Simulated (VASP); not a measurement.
# ReOs3C (Pm-3m) in VASP: notebook

Runs on ReOs3C. Level: PBE. Tasks: single point, relaxation of cell and atoms.

Program: VASP 6.6.1. These are calculated values, not measurements. Logs are shortened: lines on timing, memory, paths and dates and some standing lists are left out, and cuts for length are marked.

## 1. The cell of the first run

The structure is cubic, space group Pm-3m (No. 221). The conventional cell has a = 4.036 Å, b = 4.036 Å, c = 4.036 Å, α = 90.00°, β = 90.00°, γ = 90.00°. Re (site symmetry m-3m) has 12 Os at 2.85 Å and 8 C at 3.50 Å within 3.8 Å. Os (site symmetry 4/mmm) has 2 C at 2.02 Å within 2.7 Å. C (site symmetry m-3m) has 6 Os at 2.02 Å within 2.7 Å.

## 2. Single point, PBE

Input file INCAR:

```
SYSTEM = ReOs3C
PREC = Accurate
ENCUT = 520
EDIFF = 1E-6
ISMEAR = 0
SIGMA = 0.1
LREAL = .False.
LASPH = .True.
NELM = 80
ALGO = Normal
ISIF = 2
LWAVE = .False.
LCHARG = .False.
GGA = PE
NBANDS = 26
```

Input file KPOINTS:

```
Automatic mesh
0
Gamma
  4 4 4
  0 0 0
```

Input file POSCAR:

```
ReOs3C
1.0
    4.0360264859      0.0000000000      0.0000000000
    0.0000000000      4.0360264859      0.0000000000
    0.0000000000      0.0000000000      4.0360264859
Re Os C
1 3 1
Direct
    0.0000000000      0.0000000000      0.0000000000
    0.0000000000      0.5000000000      0.5000000000
    0.5000000000      0.0000000000      0.5000000000
    0.5000000000      0.5000000000      0.0000000000
    0.5000000000      0.5000000000      0.5000000000
```

Potentials or basis: VASP PAW PBE potentials, release 64 (Re, Os, C).

Run with:

```bash
$ cat potpaw_PBE.64/Re/POTCAR potpaw_PBE.64/Os/POTCAR potpaw_PBE.64/C/POTCAR > POTCAR
$ mpirun -np 1 vasp_std > vasp.out
```

OUTCAR:

```text
SYSTEM = ReOs3C
   PREC = Accurate
   ENCUT = 520
   EDIFF = 1E-6
   ISMEAR = 0
   LREAL = .False.
   LASPH = .True.
   NELM = 80
   ISIF = 2
   GGA = PE

 ion  position               nearest neighbor table
   1  0.000  0.000  0.000-   2 2.85   3 2.85   4 2.85   2 2.85   3 2.85   2 2.85   4 2.85   2 2.85
                             3 2.85   4 2.85   3 2.85   4 2.85
   2  0.000  0.500  0.500-   5 2.02   5 2.02   4 2.85   1 2.85   1 2.85   4 2.85   1 2.85   3 2.85
                             1 2.85   3 2.85   4 2.85   3 2.85   4 2.85   3 2.85
   3  0.500  0.000  0.500-   5 2.02   5 2.02   4 2.85   1 2.85   1 2.85   4 2.85   2 2.85   4 2.85
                             2 2.85   4 2.85   1 2.85   2 2.85   1 2.85   2 2.85
   4  0.500  0.500  0.000-   5 2.02   5 2.02   3 2.85   1 2.85   2 2.85   3 2.85   2 2.85   1 2.85
                             3 2.85   3 2.85   1 2.85   2 2.85   2 2.85   1 2.85
   5  0.500  0.500  0.500-   2 2.02   3 2.02   4 2.02   4 2.02   3 2.02   2 2.02

  LATTYP: Found a simple cubic cell.
 ALAT       =     4.0360264859

  Lattice vectors:

 A1 = (   4.0360264859,   0.0000000000,   0.0000000000)
 A2 = (   0.0000000000,   4.0360264859,   0.0000000000)
 A3 = (   0.0000000000,   0.0000000000,   4.0360264859)

Analysis of symmetry for initial positions (statically):
=====================================================================
 Subroutine PRICEL returns:
 Original cell was already a primitive cell.

 Routine SETGRP: Setting up the symmetry group for a
 simple cubic supercell.

 Subroutine GETGRP returns: Found 48 space group operations
 (whereof 48 operations were pure point group operations)
 out of a pool of 48 trial point group operations.

The static configuration has the point symmetry O_h .

Analysis of symmetry for dynamics (positions and initial velocities):
=====================================================================
 Subroutine PRICEL returns:
 Original cell was already a primitive cell.

 Routine SETGRP: Setting up the symmetry group for a
 simple cubic supercell.

 Subroutine GETGRP returns: Found 48 space group operations
 (whereof 48 operations were pure point group operations)
 out of a pool of 48 trial point group operations.

The dynamic configuration has the point symmetry O_h .

 Subroutine INISYM returns: Found 48 space group operations
 (whereof 48 operations are pure point group operations),
 and found     1 'primitive' translations

----------------------------------------------------------------------------------------

                                     Primitive cell

  volume of cell :      65.7449

  direct lattice vectors                    reciprocal lattice vectors
     4.036026486  0.000000000  0.000000000     0.247768443  0.000000000  0.000000000
     0.000000000  4.036026486  0.000000000     0.000000000  0.247768443  0.000000000
     0.000000000  0.000000000  4.036026486     0.000000000  0.000000000  0.247768443

  length of vectors
     4.036026486  4.036026486  4.036026486     0.247768443  0.247768443  0.247768443

  position of ions in fractional coordinates (direct lattice)
     0.000000000  0.000000000  0.000000000
     0.000000000  0.500000000  0.500000000
     0.500000000  0.000000000  0.500000000
     0.500000000  0.500000000  0.000000000
     0.500000000  0.500000000  0.500000000

  ion indices of the primitive-cell ions
   primitive index   ion index
                 1           1
                 2           2
                 3           3
                 4           4
                 5           5

----------------------------------------------------------------------------------------

 KPOINTS: Automatic mesh

Automatic generation of k-mesh.
 Grid dimensions read from file:
 generate k-points for:    4    4    4

 Generating k-lattice:

  Cartesian coordinates                     Fractional coordinates (reciprocal lattice)
     0.061942111  0.000000000  0.000000000     0.250000000  0.000000000  0.000000000
     0.000000000  0.061942111  0.000000000     0.000000000  0.250000000  0.000000000
     0.000000000  0.000000000  0.061942111     0.000000000  0.000000000  0.250000000

  Length of vectors
     0.061942111  0.061942111  0.061942111

  Shift w.r.t. Gamma in fractional coordinates (k-lattice)
     0.000000000  0.000000000  0.000000000

 Subroutine IBZKPT returns following result:
 ===========================================

 Found     10 irreducible k-points:

 Following reciprocal coordinates:
            Coordinates               Weight
  0.000000  0.000000  0.000000      1.000000
  0.250000  0.000000  0.000000      6.000000
  0.500000  0.000000  0.000000      3.000000
  0.250000  0.250000  0.000000     12.000000
  0.500000  0.250000  0.000000     12.000000
  0.500000  0.500000  0.000000      3.000000
  0.250000  0.250000  0.250000      8.000000
  0.500000  0.250000  0.250000     12.000000
  0.500000  0.500000  0.250000      6.000000
  0.500000  0.500000  0.500000      1.000000
   k-points           NKPTS =     10   k-points in BZ     NKDIM =     10   number of bands    NBANDS=     26
   number of dos      NEDOS =    301   number of ions     NIONS =      5
   total plane-waves  NPLWV =  27000
   dimension x,y,z NGX =    30 NGY =   30 NGZ =   30
   dimension x,y,z NGXF=    60 NGYF=   60 NGZF=   60
   ions per type =               1   3   1
   NGX,Y,Z   is equivalent  to a cutoff of  12.36, 12.36, 12.36 a.u.
   NGXF,Y,Z  is equivalent  to a cutoff of  24.71, 24.71, 24.71 a.u.
 SYSTEM =  ReOs3C
   PREC   = accura    normal or accurate (medium, high low for compatibility)
   ISTART =      0    job   : 0-new  1-cont  2-samecut
   ICHARG =      2    charge: 1-file 2-atom 10-const
   ISPIN  =      1    spin polarized calculation?
   LNONCOLLINEAR =      F non collinear calculations
   LSORBIT =      F    spin-orbit coupling
   LASPH  =      T    aspherical Exc in radial PAW
   ENCUT  =  520.0 eV  38.22 Ry    6.18 a.u.   7.50  7.50  7.50*2*pi/ulx,y,z
   NELM   =     80;   NELMIN=  2; NELMDL= -5     # of ELM steps
   EDIFF  = 0.1E-05   stopping-criterion for ELM
   LREAL  =      F    real-space projection
   EDIFFG = 0.1E-04   stopping-criterion for IOM
   NSW    =      0    number of steps for IOM
   IBRION =     -1    ionic relax: 0-MD 1-quasi-New 2-CG
   NFREE  =      0    steps in history (QN), initial steepest desc. (CG)
   ISIF   =      2    stress and relaxation
   ISYM   =      2    0-nonsym 1-usesym 2-fastsym
   POTIM  = 0.5000    time-step for ionic-motion
   TEBEG  =    0.0;   TEEND  =   0.0 temperature during run
   PSTRESS=    0.0 pullay stress
   NELECT =      35.0000    total number of electrons
   NUPDOWN=      -1.0000    fix difference up-down
   EMIN   =  10.00;   EMAX   =-10.00  energy-range for DOS
   EFERMI =   0.00;   METHOD = LEGACY
   ISMEAR =     0;   SIGMA  =   0.10  broadening in eV -4-tet -1-fermi 0-gaus
   EFERMI_NEDOS =   21; number of points for ismear=-14 and -15
   IALGO  =     38    algorithm
   IMIX   =      4    mixing-type and parameters
     AMIX     =   0.40;   BMIX     =  1.00
     AMIX_MAG =   1.60;   BMIX_MAG =  1.00
  volume/ion in A,a.u.               =      13.15        88.73
  Fermi-wavevector in a.u.,A,eV,Ry     =   1.326814  2.507316 23.952192  1.760436
  Thomas-Fermi vector in A             =   2.456173
   LORBIT       =      0    0 simple, 1 ext, 2 COOP (PROOUT), +10 PAW based schemes
   GGA     = PE    functional components
   LHFCALC =     F    Hartree Fock is set to
   AEXX    =    0.0000 exact exchange contribution
   IVDW    =     0    specifies the selected vdW correction
   LEPSILON=     F    determine dielectric tensor
   LRPA    =     F    only Hartree local field effects (RPA)
 non-spin polarized calculation
 Gauss-broadening in eV      SIGMA  =   0.10
  energy-cutoff  :      520.00
  volume of cell :       65.74
 maximum number of plane-waves:      1800
   NGX = 15   NGY = 15   NGZ = 15

 number of electron      34.9999993 magnetization

 Free energy of the ion-electron system (eV)
  ---------------------------------------------------
  ext. energy  EPLUGINS =         0.00000000
  ---------------------------------------------------
  free energy    TOTEN  =       -52.08936604 eV

  energy without entropy =      -52.06890761  energy(sigma->0) =      -52.07913682

 E-fermi :   9.0563     XC(G=0): -13.5741

 val. band max:        9.0423038316   @ k =   0.2500   0.2500   0.0000
 cond. band min:       9.0824403753   @ k =   0.5000   0.5000   0.2500
 fundamental gap:      0.0401365438
 Fermi energy:         9.0563279737

 k-point     1 :       0.0000    0.0000    0.0000
  band No.  band energies     occupation
      1      -7.4155      2.00000
      2      -0.1294      2.00000
      3       2.2917      2.00000
      4       2.2917      2.00000
      5       2.3283      2.00000
      6       2.3283      2.00000
[... 18 lines left out ...]
     25      13.0462      0.00000
     26      13.0462      0.00000

 k-point     2 :       0.2500    0.0000    0.0000
  band No.  band energies     occupation
      1      -6.8893      2.00000
      2       0.4737      2.00000
      3       2.0770      2.00000
      4       2.4863      2.00000
      5       2.4863      2.00000
      6       2.6602      2.00000
[... 18 lines left out ...]
     25      13.2530      0.00000
     26      15.4343      0.00000

 k-point     3 :       0.5000    0.0000    0.0000
  band No.  band energies     occupation
      1      -6.1928      2.00000
      2      -0.0557      2.00000
      3       2.2466      2.00000
      4       2.6404      2.00000
      5       2.6509      2.00000
      6       2.6509      2.00000
[... 166 lines left out ...]
 k-point     9 :       0.5000    0.5000    0.2500
  band No.  band energies     occupation
      1      -4.1989      2.00000
      2      -0.9835      2.00000
      3      -0.9835      2.00000
      4       0.4079      2.00000
      5       2.4916      2.00000
      6       3.9906      2.00000
[... 18 lines left out ...]
     25      13.3733      0.00000
     26      15.4170      0.00000

 k-point    10 :       0.5000    0.5000    0.5000
  band No.  band energies     occupation
      1      -3.0476      2.00000
      2      -1.3179      2.00000
      3      -1.3179      2.00000
      4      -1.3179      2.00000
      5       1.9969      2.00000
      6       3.8219      2.00000
[... 18 lines left out ...]
     25      14.1019      0.00000
     26      14.1027      0.00000

------------------------ aborting loop because EDIFF is reached ----------------------------------------

  FORCE on cell =-STRESS in cart. coord.  units (eV):
  Direction    XX          YY          ZZ          XY          YZ          ZX
  --------------------------------------------------------------------------------------
  -------------------------------------------------------------------------------------
  Total        0.7108838      0.7108838      0.7108838     -0.0000000      0.0000000     -0.0000000
  in kB       17.3239610     17.3239610     17.3239610     -0.0000000      0.0000000     -0.0000000
  external PRESSURE =      17.3239610 kB  Pullay stress =       0.0000000 kB

 VOLUME and BASIS-vectors are now :
 -----------------------------------------------------------------------------
  energy-cutoff  :      520.00
  volume of cell :       65.74
      direct lattice vectors                 reciprocal lattice vectors
     4.036026486  0.000000000  0.000000000     0.247768443  0.000000000  0.000000000
     0.000000000  4.036026486  0.000000000     0.000000000  0.247768443  0.000000000
     0.000000000  0.000000000  4.036026486     0.000000000  0.000000000  0.247768443

 POSITION                                       TOTAL-FORCE (eV/Angst)
 -----------------------------------------------------------------------------------
      0.00000      0.00000      0.00000         0.000000      0.000000      0.000000
      0.00000      2.01801      2.01801         0.000000      0.000000      0.000000
      2.01801      0.00000      2.01801         0.000000      0.000000      0.000000
      2.01801      2.01801      0.00000         0.000000      0.000000      0.000000
      2.01801      2.01801      2.01801         0.000000      0.000000      0.000000
 -----------------------------------------------------------------------------------
    total drift:                                0.000000      0.000000     -0.000000

  FREE ENERGIE OF THE ION-ELECTRON SYSTEM (eV)
  ---------------------------------------------------
  free  energy   TOTEN  =       -52.0893660404 eV

  energy  without entropy=      -52.0689076073  energy(sigma->0) =      -52.07913682
```

Run time: 11 s. Hardware: 1 thread of Intel Xeon 6975P-C (Granite Rapids), shared host; peak memory 0.17 GiB.

Results:

* Free energy: -52.0894 eV
* Pressure: 1.7 GPa

Caveat: the k points lie up to 0.39 Å⁻¹ apart; spin-orbit coupling is left out, which moves the levels of the heavy elements.

(Part 1 of 3 ends here.)
